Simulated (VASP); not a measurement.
# Fe (Im-3m) in VASP: electric field gradients with PBE

Aim: the electric field gradients of Fe with PBE.

All numbers are computed with VASP 6.6.1; they aren't measurements. Logs are shortened: lines on timing, memory, paths and dates and some standing lists are left out, and cuts for length are marked.

**1. The cell of the first run**

The structure is cubic, space group Im-3m (No. 229). Conventional cell: a = 2.831 Å, b = 2.831 Å, c = 2.831 Å, α = 90.00°, β = 90.00°, γ = 90.00°. Within 3.2 Å of Fe (site symmetry m-3m) lie 14 Fe at 2.45 to 2.83 Å.

**2. Electric field gradients, PBE, collinear spin, ferromagnetic start**

Contents of INCAR:

```
SYSTEM = Fe
PREC = Accurate ; ENCUT = 520
EDIFF = 1E-8 ; ISMEAR = 0
SIGMA = 0.05 ; LREAL = .False.
LASPH = .True. ; NELM = 150
ALGO = Fast ; ISIF = 2
LWAVE = .False. ; LCHARG = .False.
ISPIN = 2 ; MAGMOM = 2.43
LORBIT = 11 ; LMAXMIX = 4
GGA = PE ; LEFG = .True.
NBANDS = 14
```

Contents of KPOINTS:

```
Automatic mesh
0
Gamma
  22 22 22
  0 0 0
```

Contents of POSCAR:

```
Fe
1.0
   -1.4155932657      1.4155932657      1.4155932657
    1.4155932657     -1.4155932657      1.4155932657
    1.4155932657      1.4155932657     -1.4155932657
Fe
1
Direct
    0.0000000000      0.0000000000      0.0000000000
```

Potentials or basis: VASP PAW PBE potentials, release 64 (Fe).

The run is started by

```sh
cat potpaw_PBE.64/Fe/POTCAR > POTCAR
mpirun -np 1 vasp_std > vasp.out
```

OUTCAR:

```text
SYSTEM = Fe
   PREC = Accurate
   ENCUT = 520
   EDIFF = 1E-8
   ISMEAR = 0
   LREAL = .False.
   LASPH = .True.
   NELM = 150
   ISIF = 2
   ISPIN = 2
   LORBIT = 11
   GGA = PE

 ion  position               nearest neighbor table
   1  0.000  0.000  0.000-

  LATTYP: Found a body centered cubic cell.
 ALAT       =     2.8311865314

  Lattice vectors:

 A1 = (  -1.4155932657,   1.4155932657,   1.4155932657)
 A2 = (   1.4155932657,  -1.4155932657,   1.4155932657)
 A3 = (   1.4155932657,   1.4155932657,  -1.4155932657)

Analysis of symmetry for initial positions (statically):
=====================================================================
 Subroutine PRICEL returns:
 Original cell was already a primitive cell.

 Routine SETGRP: Setting up the symmetry group for a
 body centered cubic supercell.

 Subroutine GETGRP returns: Found 48 space group operations
 (whereof 48 operations were pure point group operations)
 out of a pool of 48 trial point group operations.

The static configuration has the point symmetry O_h .

Analysis of symmetry for dynamics (positions and initial velocities):
=====================================================================
 Subroutine PRICEL returns:
 Original cell was already a primitive cell.

 Routine SETGRP: Setting up the symmetry group for a
 body centered cubic supercell.

 Subroutine GETGRP returns: Found 48 space group operations
 (whereof 48 operations were pure point group operations)
 out of a pool of 48 trial point group operations.

The dynamic configuration has the point symmetry O_h .

Analysis of structural, dynamic, and magnetic symmetry:
=====================================================================
 Subroutine PRICEL returns:
 Original cell was already a primitive cell.

 Routine SETGRP: Setting up the symmetry group for a
 body centered cubic supercell.

 Subroutine GETGRP returns: Found 48 space group operations
 (whereof 48 operations were pure point group operations)
 out of a pool of 48 trial point group operations.

The overall configuration has the point symmetry O_h .

 Subroutine INISYM returns: Found 48 space group operations
 (whereof 48 operations are pure point group operations),
 and found     1 'primitive' translations

----------------------------------------------------------------------------------------

                                     Primitive cell

  volume of cell :      11.3469

  direct lattice vectors                    reciprocal lattice vectors
    -1.415593266  1.415593266  1.415593266     0.000000000  0.353208801  0.353208801
     1.415593266 -1.415593266  1.415593266     0.353208801  0.000000000  0.353208801
     1.415593266  1.415593266 -1.415593266     0.353208801  0.353208801  0.000000000

  length of vectors
     2.451879459  2.451879459  2.451879459     0.499512677  0.499512677  0.499512677

  position of ions in fractional coordinates (direct lattice)
     0.000000000  0.000000000  0.000000000

  ion indices of the primitive-cell ions
   primitive index   ion index
                 1           1

----------------------------------------------------------------------------------------

 KPOINTS: Automatic mesh

Automatic generation of k-mesh.
 Grid dimensions read from file:
 generate k-points for:   22   22   22

 Generating k-lattice:

  Cartesian coordinates                     Fractional coordinates (reciprocal lattice)
     0.000000000  0.016054945  0.016054945     0.045454545  0.000000000  0.000000000
     0.016054945  0.000000000  0.016054945     0.000000000  0.045454545  0.000000000
     0.016054945  0.016054945  0.000000000     0.000000000  0.000000000  0.045454545

  Length of vectors
     0.022705122  0.022705122  0.022705122

  Shift w.r.t. Gamma in fractional coordinates (k-lattice)
     0.000000000  0.000000000  0.000000000

 Subroutine IBZKPT returns following result:
 ===========================================

[... 63 lines left out ...]
   EFERMI_NEDOS =   21; number of points for ismear=-14 and -15
   IALGO  =     68    algorithm
   IMIX   =      4    mixing-type and parameters
     AMIX     =   0.40;   BMIX     =  1.00
     AMIX_MAG =   1.60;   BMIX_MAG =  1.00
  volume/ion in A,a.u.               =      11.35        76.57
  Fermi-wavevector in a.u.,A,eV,Ry     =   1.457068  2.753458 28.885791  2.123046
  Thomas-Fermi vector in A             =   2.573912
   LORBIT       =     11    0 simple, 1 ext, 2 COOP (PROOUT), +10 PAW based schemes
   GGA     = PE    functional components
   LHFCALC =     F    Hartree Fock is set to
   AEXX    =    0.0000 exact exchange contribution
   IVDW    =     0    specifies the selected vdW correction
   LEPSILON=     F    determine dielectric tensor
   LRPA    =     F    only Hartree local field effects (RPA)
 spin polarized calculation
 RMM-DIIS sequential band-by-band and
 Gauss-broadening in eV      SIGMA  =   0.05
  energy-cutoff  :      520.00
  volume of cell :       11.35
 maximum number of plane-waves:       321
   NGX =  9   NGY =  9   NGZ =  9

 number of electron       8.0000009 magnetization       2.1765271

 Free energy of the ion-electron system (eV)
  ---------------------------------------------------
  ext. energy  EPLUGINS =         0.00000000
  ---------------------------------------------------
  free energy    TOTEN  =        -8.24327976 eV

  energy without entropy =       -8.24220826  energy(sigma->0) =       -8.24274401

 E-fermi :   5.8193     XC(G=0): -13.1246

 val. band max:        5.8180822983   @ k =  -0.1364   0.1364   0.0909
 cond. band min:       5.8212778861   @ k =  -0.4545   0.5000   0.4091
 fundamental gap:      0.0031955877
 Fermi energy:         5.8192596198

 spin component 1

 k-point     1 :       0.0000    0.0000    0.0000
  band No.  band energies     occupation
      1      -2.6058      1.00000
      2       3.5353      1.00000
      3       3.5353      1.00000
      4       3.5353      1.00000
      5       4.7402      1.00000
      6       4.7402      1.00000
      7      30.8671      0.00000
      8      30.8671      0.00000
      9      30.8671      0.00000
     10      35.9560      0.00000
     11      35.9560      0.00000
     12      38.2715      0.00000
     13      38.2715      0.00000
     14      38.2720      0.00000
[... 379 lines left out ...]
      3       3.3058      1.00000
      4       4.4118      1.00000
      5       4.4854      1.00000
      6       4.8270      1.00000
      7      24.8801      0.00000
      8      26.5841      0.00000
      9      30.5472      0.00000
     10      31.2325      0.00000
     11      34.8473      0.00000
     12      36.2194      0.00000
     13      40.1772      0.00000
     14      40.3347      0.00000

 [... further k-points ...]

 spin component 2

 k-point     1 :       0.0000    0.0000    0.0000
  band No.  band energies     occupation
      1      -2.4349      1.00000
      2       5.4222      1.00000
      3       5.4223      1.00000
      4       5.4223      1.00000
      5       7.4876      0.00000
      6       7.4878      0.00000
      7      30.6221      0.00000
      8      30.6221      0.00000
      9      30.6221      0.00000
     10      36.1635      0.00000
     11      36.1635      0.00000
     12      38.9203      0.00000
     13      38.9203      0.00000
     14      38.9203      0.00000
[... 379 lines left out ...]
      3       5.1385      1.00000
      4       6.3626      0.00000
      5       7.1004      0.00000
      6       7.5809      0.00000
      7      25.2852      0.00000
      8      26.9073      0.00000
      9      31.0063      0.00000
     10      31.4478      0.00000
     11      35.1765      0.00000
     12      36.7912      0.00000
     13      40.5745      0.00000
     14      40.7208      0.00000

 [... further k-points ...]

------------------------ aborting loop because EDIFF is reached ----------------------------------------

  FORCE on cell =-STRESS in cart. coord.  units (eV):
  Direction    XX          YY          ZZ          XY          YZ          ZX
  --------------------------------------------------------------------------------------
  -------------------------------------------------------------------------------------
  Total       -0.0211612     -0.0211612     -0.0211612      0.0000000     -0.0000000     -0.0000000
  in kB       -2.9879632     -2.9879632     -2.9879632      0.0000000     -0.0000000     -0.0000000
  external PRESSURE =      -2.9879632 kB  Pullay stress =       0.0000000 kB

 VOLUME and BASIS-vectors are now :
 -----------------------------------------------------------------------------
  energy-cutoff  :      520.00
  volume of cell :       11.35
      direct lattice vectors                 reciprocal lattice vectors
    -1.415593266  1.415593266  1.415593266     0.000000000  0.353208801  0.353208801
     1.415593266 -1.415593266  1.415593266     0.353208801  0.000000000  0.353208801
     1.415593266  1.415593266 -1.415593266     0.353208801  0.353208801  0.000000000

 POSITION                                       TOTAL-FORCE (eV/Angst)
 -----------------------------------------------------------------------------------
      0.00000      0.00000      0.00000        -0.000000      0.000000     -0.000000
 -----------------------------------------------------------------------------------
    total drift:                                0.000000      0.000000      0.000000

  FREE ENERGIE OF THE ION-ELECTRON SYSTEM (eV)
  ---------------------------------------------------
  free  energy   TOTEN  =        -8.2432797620 eV

  energy  without entropy=       -8.2422082618  energy(sigma->0) =       -8.24274401

 Electric field gradients (V/A^2)
---------------------------------------------------------------------
 ion       V_xx      V_yy      V_zz      V_xy      V_xz      V_yz
---------------------------------------------------------------------
   1       0.000    -0.000    -0.000     0.001     0.001     0.001
---------------------------------------------------------------------

 Electric field gradients after diagonalization (V/A^2)
 (convention: |V_zz| > |V_xx| > |V_yy|)
----------------------------------------------------------------------
 ion       V_xx      V_yy      V_zz     asymmetry (V_yy - V_xx)/ V_zz
----------------------------------------------------------------------
   1      -0.001    -0.001     0.002       0.000
----------------------------------------------------------------------

           NMR quadrupolar parameters

 Cq : quadrupolar parameter    Cq=e*Q*V_zz/h
 eta: asymmetry parameters     (V_yy - V_xx)/ V_zz
 Q  : nuclear electric quadrupole moment in mb (millibarn)
----------------------------------------------------------------------
 ion       Cq(MHz)       eta       Q (mb)
----------------------------------------------------------------------
   1       0.000       0.000       1.000
----------------------------------------------------------------------

 total charge

# of ion       s       p       d       tot
------------------------------------------
    1        0.488   0.542   6.240   7.270

 magnetization (x)

# of ion       s       p       d       tot
------------------------------------------
    1       -0.013  -0.054   2.239   2.173
```

It took 71 s on 1 thread of Intel Xeon Platinum 8559C (Emerald Rapids), shared host; peak memory 0.19 GiB.

What came out:

```yaml
Free_energy: -8.2433 eV
Pressure: -0.3 GPa
Net_moment: 2.18 μB per cell
Site_moments: Fe +2.17 μB
Largest_electric_field_gradient_by_atom: zero within the noise of the run
Valence_electrons_inside_the_program's_atomic_spheres: Fe 7.27
```
